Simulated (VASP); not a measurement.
# NaI (I4_1/amd) in VASP: further runs, part 2 of 2

VASP 6.6.1. Earlier steps stand in the parts before.

**3. Molecular dynamics, PBE+D3(BJ) (dynamics (nvt nose hoover) at 800 K, volume x 1.02, from the last frame before)**

INCAR

```
SYSTEM = NaI
  PREC = Accurate
  ENCUT = 520
  EDIFF = 1E-5
  ISMEAR = -1
  SIGMA = 0.0689
  LREAL = Auto
  LASPH = .True.
  NELM = 100
  ALGO = Normal
  ISIF = 2
  LWAVE = .False.
  LCHARG = .True.
  GGA = PE
  IVDW = 12
  IBRION = 0
  NSW = 40
  POTIM = 1.5
  TEBEG = 800.0
  TEEND = 800.0
  ISYM = 0
  NELMIN = 4
  RANDOM_SEED = 42599 0 0
  MDALGO = 2
  SMASS = 0
```

KPOINTS

```
regular mesh
0
Gamma
  1 1 1
  0 0 0
```

POSCAR

```
NaI
1.0
    8.9167183189      0.0000000000      0.0000000000
    0.0000000000      8.9167183189      0.0000000000
   -2.2291795797     -2.2291795797      8.4191628328
Na I
8 8
Direct
    0.3750000000      0.1250000000      0.5000000000
    0.8750000000      0.1250000000      0.5000000000
    0.3750000000      0.6250000000      0.5000000000
    0.8750000000      0.6250000000      0.5000000000
    0.2500000000      0.2500000000      0.0000000000
    0.7500000000      0.2500000000      0.0000000000
    0.2500000000      0.7500000000      0.0000000000
    0.7500000000      0.7500000000      0.0000000000
    0.1250000000      0.3750000000      0.5000000000
    0.6250000000      0.3750000000      0.5000000000
    0.1250000000      0.8750000000      0.5000000000
    0.6250000000      0.8750000000      0.5000000000
    0.0000000000      0.0000000000      0.0000000000
    0.5000000000      0.0000000000      0.0000000000
    0.0000000000      0.5000000000      0.0000000000
    0.5000000000      0.5000000000      0.0000000000
```

Potentials or basis: VASP PAW PBE potentials, release 64 (Na_pv, I).

Launch:

```sh
> cat potpaw_PBE.64/Na_pv/POTCAR potpaw_PBE.64/I/POTCAR > POTCAR
> mpirun -np 1 vasp_gam > vasp.out
```

OUTCAR:

```text
SYSTEM = NaI
   PREC = Accurate
   ENCUT = 520
   EDIFF = 1E-5
   ISMEAR = -1
   LREAL = Auto
   LASPH = .True.
   NELM = 100
   ISIF = 2
   GGA = PE
   IVDW = 12
   IBRION = 0
   NSW = 40
   POTIM = 1.5
   TEBEG = 800.0
   ISYM = 0
   NELMIN = 4
 IVDW          = 12

 ion  position               nearest neighbor table
   1  0.375  0.125  0.500-   9 3.15  10 3.15  11 3.15  12 3.15
   2  0.875  0.125  0.500-   9 3.15  10 3.15  11 3.15  12 3.15
   3  0.375  0.625  0.500-   9 3.15  10 3.15  11 3.15  12 3.15
   4  0.875  0.625  0.500-   9 3.15  10 3.15  11 3.15  12 3.15
   5  0.250  0.250  0.000-  13 3.15  14 3.15  15 3.15  16 3.15
   6  0.750  0.250  0.000-  13 3.15  14 3.15  15 3.15  16 3.15
[... 8 lines left out ...]
  15  0.000  0.500  0.000-   5 3.15   6 3.15   7 3.15   8 3.15
  16  0.500  0.500  0.000-   5 3.15   6 3.15   7 3.15   8 3.15

IMPORTANT INFORMATION: All symmetrisations will be switched off!
NOSYMM: (Re-)initialisation of all symmetry stuff for point group C_1.

----------------------------------------------------------------------------------------

                                     Primitive cell

  volume of cell :     669.3897

  direct lattice vectors                    reciprocal lattice vectors
     8.916718319  0.000000000  0.000000000     0.112148883  0.000000000  0.029694164
     0.000000000  8.916718319  0.000000000     0.000000000  0.112148883  0.029694164
    -2.229179580 -2.229179580  8.419162833     0.000000000  0.000000000  0.118776655

  length of vectors
     8.916718319  8.916718319  8.990038154     0.116013427  0.116013427  0.118776655

  position of ions in fractional coordinates (direct lattice)
     0.375000000  0.125000000  0.500000000
     0.875000000  0.125000000  0.500000000
     0.375000000  0.625000000  0.500000000
     0.875000000  0.625000000  0.500000000
     0.250000000  0.250000000  0.000000000
     0.750000000  0.250000000  0.000000000
[... 8 lines left out ...]
     0.000000000  0.500000000  0.000000000
     0.500000000  0.500000000  0.000000000

  ion indices of the primitive-cell ions
   primitive index   ion index
                 1           1
                 2           2
                 3           3
                 4           4
                 5           5
                 6           6
[... 8 lines left out ...]
                15          15
                16          16

----------------------------------------------------------------------------------------

 KPOINTS: regular mesh

Automatic generation of k-mesh.
 Grid dimensions read from file:
 generate k-points for:    1    1    1

 Generating k-lattice:

  Cartesian coordinates                     Fractional coordinates (reciprocal lattice)
     0.112148883  0.000000000  0.029694164     1.000000000  0.000000000 -0.000000000
     0.000000000  0.112148883  0.029694164     0.000000000  1.000000000 -0.000000000
     0.000000000  0.000000000  0.118776655     0.000000000  0.000000000  1.000000000

  Length of vectors
     0.116013427  0.116013427  0.118776655

  Shift w.r.t. Gamma in fractional coordinates (k-lattice)
     0.000000000  0.000000000  0.000000000

 Subroutine IBZKPT returns following result:
 ===========================================

 Found      1 irreducible k-points:

 Following reciprocal coordinates:
            Coordinates               Weight
  0.000000  0.000000  0.000000      1.000000
   k-points           NKPTS =      1   k-points in BZ     NKDIM =      1   number of bands    NBANDS=     67
   number of dos      NEDOS =    301   number of ions     NIONS =     16
   total plane-waves  NPLWV = 343000
   dimension x,y,z NGX =    70 NGY =   70 NGZ =   70
   dimension x,y,z NGXF=   140 NGYF=  140 NGZF=  140
   ions per type =               8   8
   NGX,Y,Z   is equivalent  to a cutoff of  13.05, 13.05, 12.94 a.u.
   NGXF,Y,Z  is equivalent  to a cutoff of  26.10, 26.10, 25.89 a.u.
 SYSTEM =  NaI
   PREC   = accura    normal or accurate (medium, high low for compatibility)
   ISTART =      0    job   : 0-new  1-cont  2-samecut
   ICHARG =      2    charge: 1-file 2-atom 10-const
   ISPIN  =      1    spin polarized calculation?
   LNONCOLLINEAR =      F non collinear calculations
   LSORBIT =      F    spin-orbit coupling
   LASPH  =      T    aspherical Exc in radial PAW
   ENCUT  =  520.0 eV  38.22 Ry    6.18 a.u.  16.58 16.58 16.72*2*pi/ulx,y,z
   NELM   =    100;   NELMIN=  4; NELMDL= -5     # of ELM steps
   EDIFF  = 0.1E-04   stopping-criterion for ELM
   LREAL  =      T    real-space projection
   EDIFFG = 0.1E-03   stopping-criterion for IOM
   NSW    =     40    number of steps for IOM
   IBRION =      0    ionic relax: 0-MD 1-quasi-New 2-CG
   NFREE  =      0    steps in history (QN), initial steepest desc. (CG)
   ISIF   =      2    stress and relaxation
   ISYM   =      0    0-nonsym 1-usesym 2-fastsym
   POTIM  = 1.5000    time-step for ionic-motion
   TEBEG  =  800.0;   TEEND  = 800.0 temperature during run
   PSTRESS=    0.0 pullay stress
   NELECT =     112.0000    total number of electrons
   NUPDOWN=      -1.0000    fix difference up-down
   EMIN   =  10.00;   EMAX   =-10.00  energy-range for DOS
   EFERMI =   0.00;   METHOD = LEGACY
   ISMEAR =    -1;   SIGMA  =   0.07  broadening in eV -4-tet -1-fermi 0-gaus
   EFERMI_NEDOS =   21; number of points for ismear=-14 and -15
   IALGO  =     38    algorithm
   IMIX   =      4    mixing-type and parameters
     AMIX     =   0.40;   BMIX     =  1.00
     AMIX_MAG =   1.60;   BMIX_MAG =  1.00
  volume/ion in A,a.u.               =      41.84       282.33
  Fermi-wavevector in a.u.,A,eV,Ry     =   0.902100  1.704721 11.072200  0.813784
  Thomas-Fermi vector in A             =   2.025262
   LORBIT       =      0    0 simple, 1 ext, 2 COOP (PROOUT), +10 PAW based schemes
   GGA     = PE    functional components
   LHFCALC =     F    Hartree Fock is set to
   AEXX    =    0.0000 exact exchange contribution
   IVDW    =    12    specifies the selected vdW correction
   LEPSILON=     F    determine dielectric tensor
   LRPA    =     F    only Hartree local field effects (RPA)
 molecular dynamics for ions
 non-spin polarized calculation
  energy-cutoff  :      520.00
  volume of cell :      669.39
 maximum number of plane-waves:      9046
 NGX is ok and might be reduce to    70
   NGX = 33   NGY = 33   NGZ = 33

--------------------------------------- Ionic step        1  -------------------------------------------

 number of electron     112.0000016 magnetization

 Free energy of the ion-electron system (eV)
  ---------------------------------------------------
  ext. energy  EPLUGINS =         0.00000000
  ---------------------------------------------------
  free energy    TOTEN  =       -39.17465992 eV

  energy without entropy =      -39.17465991  energy(sigma->0) =      -39.17465991

------------------------ aborting loop because EDIFF is reached ----------------------------------------

 Edisp (eV)   -3.15619

 E8    (eV) :    -1.4485

  FORCE on cell =-STRESS in cart. coord.  units (eV):
  Direction    XX          YY          ZZ          XY          YZ          ZX
  --------------------------------------------------------------------------------------
  -------------------------------------------------------------------------------------
  Total       1.82170     1.82171    -3.00966    -0.34095    -0.02232    -0.02232
  in kB       4.36022     4.36024    -7.20360    -0.81606    -0.05342    -0.05342
  external pressure =        0.51 kB  Pullay stress =        0.00 kB
[... 165 lines left out ...]
  ENERGY OF THE ELECTRON-ION-THERMOSTAT SYSTEM (eV)
  ---------------------------------------------------
% ion-electron   TOTEN  =       -42.325995  see above
  kinetic energy EKIN   =         1.546266
  kin. lattice  EKIN_LAT=         0.000000  (temperature  797.49 K)
  nose potential ES     =        -0.000025
  nose kinetic   EPS    =         0.000000
  ---------------------------------------------------
  total energy   ETOTAL =       -40.779754 eV

[... ionic steps 4 to 37 ...]

--------------------------------------- Ionic step       38  -------------------------------------------

 number of electron     112.0000002 magnetization

------------------------ aborting loop because EDIFF is reached ----------------------------------------

 Edisp (eV)   -3.15229

 E8    (eV) :    -1.4455
[... 109 lines left out ...]
  ENERGY OF THE ELECTRON-ION-THERMOSTAT SYSTEM (eV)
  ---------------------------------------------------
% ion-electron   TOTEN  =       -41.254091  see above
  kinetic energy EKIN   =         1.836688
  kin. lattice  EKIN_LAT=         0.000000  (temperature  947.28 K)
  nose potential ES     =        -1.379642
  nose kinetic   EPS    =         0.019386
  ---------------------------------------------------
  total energy   ETOTAL =       -40.777658 eV

--------------------------------------- Ionic step       40  -------------------------------------------

 number of electron     111.9999997 magnetization

 Free energy of the ion-electron system (eV)
  ---------------------------------------------------
  ext. energy  EPLUGINS =         0.00000000
  ---------------------------------------------------
  free energy    TOTEN  =       -38.07839912 eV

  energy without entropy =      -38.07839912  energy(sigma->0) =      -38.07839912

 E-fermi :   1.4143     XC(G=0):  -6.6848

 val. band max:       -0.0604328629   @ k =   0.0000   0.0000   0.0000
 cond. band min:       2.8343032344   @ k =   0.0000   0.0000   0.0000
 fundamental gap:      2.8947360973
 Fermi energy:         1.4143087949

 k-point     1 :       0.0000    0.0000    0.0000
  band No.  band energies     occupation
      1     -23.4926      2.00000
      2     -23.4614      2.00000
      3     -23.4526      2.00000
      4     -23.4408      2.00000
      5     -23.4169      2.00000
      6     -23.4100      2.00000
[... 112 lines left out ...]
  ENERGY OF THE ELECTRON-ION-THERMOSTAT SYSTEM (eV)
  ---------------------------------------------------
% ion-electron   TOTEN  =       -41.230495  see above
  kinetic energy EKIN   =         1.854635
  kin. lattice  EKIN_LAT=         0.000000  (temperature  956.53 K)
  nose potential ES     =        -1.414506
  nose kinetic   EPS    =         0.012723
  ---------------------------------------------------
  total energy   ETOTAL =       -40.777643 eV
```

Run time: 10 min. Hardware: 1 thread of AMD EPYC 9R45 (Zen 5), shared host; peak memory 0.77 GiB.

What came out:

| Property | Result |
| --- | --- |
| Dispersion energy per atom | -0.197 eV |

Caveat: the k points lie up to 0.75 Å⁻¹ apart; spin-orbit coupling is left out, which moves the levels of the heavy elements.
